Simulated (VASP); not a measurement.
# CsH (I4/mmm) in VASP: a series of runs

Runs on CsH. Level: r2SCAN. Tasks: single point.

All numbers are computed with VASP 6.6.1; they aren't measurements. Logs are shortened: lines on timing, memory, paths and dates and some standing lists are left out, and cuts for length are marked.

## Step 1: The cell of the first run

It takes space group I4/mmm (No. 139, tetragonal). Conventional cell: a = 4.243 Å, b = 4.243 Å, c = 7.200 Å, α = 90.00°, β = 90.00°, γ = 90.00°. Cs (site symmetry 4/mmm) has 6 H at 3.00 to 3.60 Å within 4.0 Å. Within 4.0 Å of H (site symmetry 4/mmm) lie 6 Cs at 3.00 to 3.60 Å.

## Step 2: Single point, r2SCAN

Input file POSCAR:

```
CsH
1.0
    0.0000000000      3.0000228601      3.6000274321
    3.0000228601      0.0000000000      3.6000274321
    3.0000228601      3.0000228601      0.0000000000
Cs H
1 1
Direct
    0.0000000000      0.0000000000      0.0000000000
    0.5000000000      0.5000000000      0.5000000000
```

Input file INCAR.step1:

```
  PREC = Accurate
  ENCUT = 520
  ISMEAR = 0
  SIGMA = 0.05
  LREAL = F
  LASPH = T
  NELM = 80
  NBANDS = 12
  GGA = PE
  ALGO = Normal
  EDIFF = 1E-4
  LWAVE = T
  LCHARG = F
```

Input file INCAR.step2:

```
  PREC = Accurate
  ENCUT = 520
  EDIFF = 1E-6
  ISMEAR = 0
  SIGMA = 0.05
  LREAL = F
  LASPH = T
  NELM = 80
  ALGO = Normal
  ISIF = 2
  LWAVE = F
  LCHARG = F
  METAGGA = R2SCAN
  LMIXTAU = T
  NBANDS = 12
  ISTART = 1
```

Input file KPOINTS:

```
Automatic mesh
0
Gamma
  8 8 8
```

Potentials or basis: VASP PAW PBE potentials, release 64 (Cs_sv, H).

Started as:

```console
cat potpaw_PBE.64/Cs_sv/POTCAR potpaw_PBE.64/H/POTCAR > POTCAR
cp INCAR.step1 INCAR
mpirun -np 1 vasp_std > vasp.out
cp INCAR.step2 INCAR
mpirun -np 1 vasp_std > vasp.out
```

OUTCAR:

```text
PREC = Accurate
   ENCUT = 520
   EDIFF = 1E-6
   ISMEAR = 0
   LREAL = F
   LASPH = T
   NELM = 80
   ISIF = 2
   METAGGA = R2SCAN
   ISTART = 1

 ion  position               nearest neighbor table
   1  0.000  0.000  0.000-
   2  0.500  0.500  0.500-

  LATTYP: Found a body centered tetragonal cell.
 ALAT       =     4.2426730162
 C/A-ratio  =     1.6970562748

  Lattice vectors:

 A1 = (  -3.0000228601,   0.0000000000,   3.6000274321)
 A2 = (   3.0000228601,   0.0000000000,   3.6000274321)
 A3 = (   0.0000000000,   3.0000228601,  -3.6000274321)

Analysis of symmetry for initial positions (statically):
=====================================================================
 Subroutine PRICEL returns:
 Original cell was already a primitive cell.

 Routine SETGRP: Setting up the symmetry group for a
 body centered tetragonal supercell.

 Subroutine GETGRP returns: Found 16 space group operations
 (whereof 16 operations were pure point group operations)
 out of a pool of 16 trial point group operations.

The static configuration has the point symmetry D_4h.

Analysis of symmetry for dynamics (positions and initial velocities):
=====================================================================
 Subroutine PRICEL returns:
 Original cell was already a primitive cell.

 Routine SETGRP: Setting up the symmetry group for a
 body centered tetragonal supercell.

 Subroutine GETGRP returns: Found 16 space group operations
 (whereof 16 operations were pure point group operations)
 out of a pool of 16 trial point group operations.

The dynamic configuration has the point symmetry D_4h.

 Subroutine INISYM returns: Found 16 space group operations
 (whereof 16 operations are pure point group operations),
 and found     1 'primitive' translations

----------------------------------------------------------------------------------------

                                     Primitive cell

  volume of cell :      64.8015

  direct lattice vectors                    reciprocal lattice vectors
     0.000000000  3.000022860  3.600027432    -0.166665397  0.166665397  0.138887831
     3.000022860  0.000000000  3.600027432     0.166665397 -0.166665397  0.138887831
     3.000022860  3.000022860  0.000000000     0.166665397  0.166665397 -0.138887831

  length of vectors
     4.686185514  4.686185514  4.242673016     0.273577299  0.273577299  0.273577299

[... 87 lines left out ...]
   ISYM   =      2    0-nonsym 1-usesym 2-fastsym
   POTIM  = 0.5000    time-step for ionic-motion
   TEBEG  =    0.0;   TEEND  =   0.0 temperature during run
   PSTRESS=    0.0 pullay stress
   NELECT =      10.0000    total number of electrons
   NUPDOWN=      -1.0000    fix difference up-down
   EMIN   =  10.00;   EMAX   =-10.00  energy-range for DOS
   EFERMI =   0.00;   METHOD = LEGACY
   ISMEAR =     0;   SIGMA  =   0.05  broadening in eV -4-tet -1-fermi 0-gaus
   EFERMI_NEDOS =   21; number of points for ismear=-14 and -15
   IALGO  =     38    algorithm
   IMIX   =      4    mixing-type and parameters
     AMIX     =   0.40;   BMIX     =  1.00
     AMIX_MAG =   1.60;   BMIX_MAG =  1.00
  volume/ion in A,a.u.               =      32.40       218.65
  Fermi-wavevector in a.u.,A,eV,Ry     =   0.878105  1.659378 10.491026  0.771069
  Thomas-Fermi vector in A             =   1.998146
   LORBIT       =      0    0 simple, 1 ext, 2 COOP (PROOUT), +10 PAW based schemes
   METAGGA = R2SCAN    functional components
   LHFCALC =     F    Hartree Fock is set to
   AEXX    =    0.0000 exact exchange contribution
   IVDW    =     0    specifies the selected vdW correction
   LEPSILON=     F    determine dielectric tensor
   LRPA    =     F    only Hartree local field effects (RPA)
 non-spin polarized calculation
 Gauss-broadening in eV      SIGMA  =   0.05
  energy-cutoff  :      520.00
  volume of cell :       64.80
 maximum number of plane-waves:      1762
   NGX = 17   NGY = 17   NGZ = 15

 number of electron      10.0000000 magnetization

 Free energy of the ion-electron system (eV)
  ---------------------------------------------------
  ext. energy  EPLUGINS =         0.00000000
  ---------------------------------------------------
  free energy    TOTEN  =       -28.90083970 eV

  energy without entropy =      -28.90083970  energy(sigma->0) =      -28.90083970

 E-fermi :   0.2860     XC(G=0):  -7.5211

 val. band max:        0.0303793302   @ k =   0.5000   0.0000   0.0000
 cond. band min:       2.5418328631   @ k =   0.5000   0.0000   0.0000
 fundamental gap:      2.5114535329
 Fermi energy:         0.2859572424

 k-point     1 :       0.0000    0.0000    0.0000
  band No.  band energies     occupation
      1     -22.1360      2.00000
      2      -8.3925      2.00000
      3      -8.1275      2.00000
      4      -8.1275      2.00000
      5      -1.7385      2.00000
      6       4.7845      0.00000
      7       5.1137      0.00000
      8       6.0444      0.00000
      9       6.0444      0.00000
     10       8.2455      0.00000
     11       8.5766      0.00000
     12       9.0315      0.00000
[... 331 lines left out ...]
 k-point    24 :       0.3750    0.0000    0.1250
  band No.  band energies     occupation
      1     -22.0561      2.00000
      2      -8.9002      2.00000
      3      -8.4842      2.00000
      4      -8.2208      2.00000
      5      -0.4588      2.00000
      6       3.3432      0.00000
      7       5.0289      0.00000
      8       5.5149      0.00000
      9       6.7645      0.00000
     10       7.6401      0.00000
     11       8.8832      0.00000
     12      11.3017      0.00000

 [... further k-points ...]

------------------------ aborting loop because EDIFF is reached ----------------------------------------

  FORCE on cell =-STRESS in cart. coord.  units (eV):
  Direction    XX          YY          ZZ          XY          YZ          ZX
  --------------------------------------------------------------------------------------
  -------------------------------------------------------------------------------------
  Total        0.7711635      0.7711635     -0.5840972      0.0000000      0.0000000     -0.0000000
  in kB       19.0665508     19.0665508    -14.4414500      0.0000000      0.0000000     -0.0000000
  external PRESSURE =       7.8972172 kB  Pullay stress =       0.0000000 kB

 VOLUME and BASIS-vectors are now :
 -----------------------------------------------------------------------------
  energy-cutoff  :      520.00
  volume of cell :       64.80
      direct lattice vectors                 reciprocal lattice vectors
     0.000000000  3.000022860  3.600027432    -0.166665397  0.166665397  0.138887831
     3.000022860  0.000000000  3.600027432     0.166665397 -0.166665397  0.138887831
     3.000022860  3.000022860  0.000000000     0.166665397  0.166665397 -0.138887831

 POSITION                                       TOTAL-FORCE (eV/Angst)
 -----------------------------------------------------------------------------------
      0.00000      0.00000      0.00000        -0.000000     -0.000000      0.000000
      3.00002      3.00002      3.60003         0.000000      0.000000     -0.000000
 -----------------------------------------------------------------------------------
    total drift:                               -0.000000      0.000000      0.000000

  FREE ENERGIE OF THE ION-ELECTRON SYSTEM (eV)
  ---------------------------------------------------
  free  energy   TOTEN  =       -28.9008397041 eV

  energy  without entropy=      -28.9008397041  energy(sigma->0) =      -28.90083970
```

OUTCAR.step1:

```text
PREC = Accurate
   ENCUT = 520
   ISMEAR = 0
   LREAL = F
   LASPH = T
[... 581 lines left out ...]
 -----------------------------------------------------------------------------------
      0.00000      0.00000      0.00000         0.000000      0.000000     -0.000000
      3.00002      3.00002      3.60003         0.000000      0.000000      0.000000
 -----------------------------------------------------------------------------------
    total drift:                               -0.000000      0.000000      0.000000

  FREE ENERGIE OF THE ION-ELECTRON SYSTEM (eV)
  ---------------------------------------------------
  free  energy   TOTEN  =        -4.4715805390 eV

  energy  without entropy=       -4.4715805390  energy(sigma->0) =       -4.47158054
```

Wall time 81 s (1 thread of Intel Xeon Platinum 8488C (Sapphire Rapids), shared host); peak memory 0.22 GiB.

Results:

```
Free energy            : -28.9008 eV
Pressure               : 0.8 GPa
Band gap on the k mesh : 2.51 eV, direct
```

Levels at points of the mesh, in eV from the valence-band top:
| k point | band 1 | band 2 | band 3 | band 4 | band 5 | band 6 | band 7 | band 8 | band 9 | band 10 |
| --- | --- | --- | --- | --- | --- | --- | --- | --- | --- | --- |
| (0.00, 0.00, 0.00) | -22.17 | -8.42 | -8.16 | -8.16 | -1.77 | 4.75 | 5.08 | 6.01 | 6.01 | 8.22 |
| (0.50, 0.00, 0.00) | -22.08 | -9.12 | -8.53 | -8.16 | 0.00 | 2.51 | 4.67 | 5.82 | 7.43 | 8.41 |
| (0.50, 0.50, 0.00) | -22.10 | -9.06 | -8.30 | -8.30 | -1.30 | 3.75 | 4.92 | 8.67 | 9.12 | 9.12 |
| (0.50, 0.00, 0.50) | -22.03 | -8.93 | -8.67 | -8.58 | -1.34 | 3.33 | 6.50 | 7.37 | 7.76 | 8.14 |

Caveat: the PAW data sets were made with another functional, which shifts forces and pressure a little; spin-orbit coupling is left out, which moves the levels of the heavy elements. A k mesh can miss the band edges.

## Step 3: Single point, r2SCAN

This run uses another cell than the first one, of the same volume but with other edges.

Input file POSCAR:

```
CsH
1.0
    0.0000000000      3.4632734098      2.7013532597
    3.4632734098      0.0000000000      2.7013532597
    3.4632734098      3.4632734098      0.0000000000
Cs H
1 1
Direct
    0.0000000000      0.0000000000      0.0000000000
    0.5000000000      0.5000000000      0.5000000000
```

Input file INCAR.step1:

```
PREC     = Accurate       # precision mode
ENCUT    = 520            # plane-wave cutoff, eV
ISMEAR   = 0              # smearing method
SIGMA    = 0.05           # smearing width, eV
LREAL    = False          # projectors in reciprocal space
LASPH    = True           # aspherical terms in the spheres
NELM     = 100            # most SCF steps
NBANDS   = 12             # bands
GGA      = PE             # functional
ALGO     = Normal         # electronic algorithm
EDIFF    = 1E-4           # SCF threshold, eV
LWAVE    = True           # write WAVECAR
LCHARG   = False          # write CHGCAR
```

Input file INCAR.step2:

```
PREC     = Accurate       # precision mode
ENCUT    = 520            # plane-wave cutoff, eV
EDIFF    = 1E-6           # SCF threshold, eV
ISMEAR   = 0              # smearing method
SIGMA    = 0.05           # smearing width, eV
LREAL    = False          # projectors in reciprocal space
LASPH    = True           # aspherical terms in the spheres
NELM     = 100            # most SCF steps
ALGO     = Normal         # electronic algorithm
ISIF     = 2              # what is computed and relaxed
LWAVE    = False          # write WAVECAR
LCHARG   = True           # write CHGCAR
METAGGA  = R2SCAN         # meta-GGA
LMIXTAU  = True         
LELF     = True           # ELF
LVHAR    = True         
NBANDS   = 12             # bands
ISTART   = 1
```

Input file KPOINTS:

```
regular mesh
0
Gamma
  8 8 8
```

Potentials or basis: VASP PAW PBE potentials, release 64 (Cs_sv, H).

Started as:

```console
cat potpaw_PBE.64/Cs_sv/POTCAR potpaw_PBE.64/H/POTCAR > POTCAR
cp INCAR.step1 INCAR
mpirun -np 1 vasp_std > vasp.out
cp INCAR.step2 INCAR
mpirun -np 1 vasp_std > vasp.out
```

Wall time 88 s (1 thread of Intel Xeon Platinum 8488C (Sapphire Rapids), shared host); peak memory 0.24 GiB.

The run converged. Its results:

```
Free energy            : -28.7314 eV
Pressure               : 1.9 GPa
Band gap on the k mesh : 2.26 eV, direct
```

Stress tensor (GPa, compression positive):
```
-1.12  0.00  0.00
 0.00 -1.12  0.00
 0.00  0.00  7.81
```

Levels at points of the mesh, in eV from the valence-band top:
| k point | band 3 | band 4 | band 5 | band 6 | band 7 | band 8 |
| --- | --- | --- | --- | --- | --- | --- |
| (0.00, 0.00, 0.00) | -8.51 | -8.30 | -2.00 | 4.45 | 5.30 | 5.30 |
| (0.50, 0.00, 0.00) | -8.72 | -8.44 | 0.00 | 2.26 | 4.11 | 6.21 |
| (0.50, 0.50, 0.00) | -8.97 | -8.91 | -1.61 | 2.66 | 7.37 | 7.79 |
| (0.50, 0.00, 0.50) | -8.58 | -8.57 | -1.58 | 3.71 | 4.99 | 6.59 |

Caveat: the PAW data sets were made with another functional, which shifts forces and pressure a little; spin-orbit coupling is left out, which moves the levels of the heavy elements. A k mesh can miss the band edges.
